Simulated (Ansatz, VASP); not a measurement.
CoO in VASP and in Ansatz

```
Co O
1.0
     2.89173    0.00000    0.00000
    -1.44586    2.50431    0.00000
     0.00000    0.00000    5.15964
Co O
2 2
Cartesian
  0.0000 0.0000 0.0000
  0.0000 0.0000 2.5798
  0.0000 1.6695 1.2899
  1.4459 0.8348 3.8697
```

Alike in both runs: task single point; functional r2SCAN; k mesh 18 × 18 × 8; occupations gaussian, width 0.1 eV; no spin polarisation.

|  | VASP | Ansatz |
| --- | --- | --- |
| version | VASP 6.6.1 | Ansatz 0.2.0 |
| potentials or method | VASP PAW PBE potentials, release 64 (Co, O), cutoff 520 eV | scalar-relativistic, plane waves, PAW |
| valence electrons in the cell | 30 | 46 |

Ansatz gave:

| Property | Result |
| --- | --- |
| gap on the k mesh at the Fermi level (eV) | none |
| pressure (GPa) | -21.4 |
| traceless stress, the component that is largest in VASP (GPa) | -2.92 |

What did VASP give for the same quantities?

gap on the k mesh at the Fermi level (eV): none; pressure (GPa): -20.8; traceless stress, the component that is largest in VASP (GPa): -2.80.

VASP's potentials were made for PBE, not for r2SCAN. A gap of «none» marks a metal or a gap that the smearing closes. With one functional, cell and mesh, what is left measures potentials, basis and numerics. VASP's potentials hold 30 valence electrons a cell and Ansatz's 46, so a difference there can come from the potentials and not from the codes.
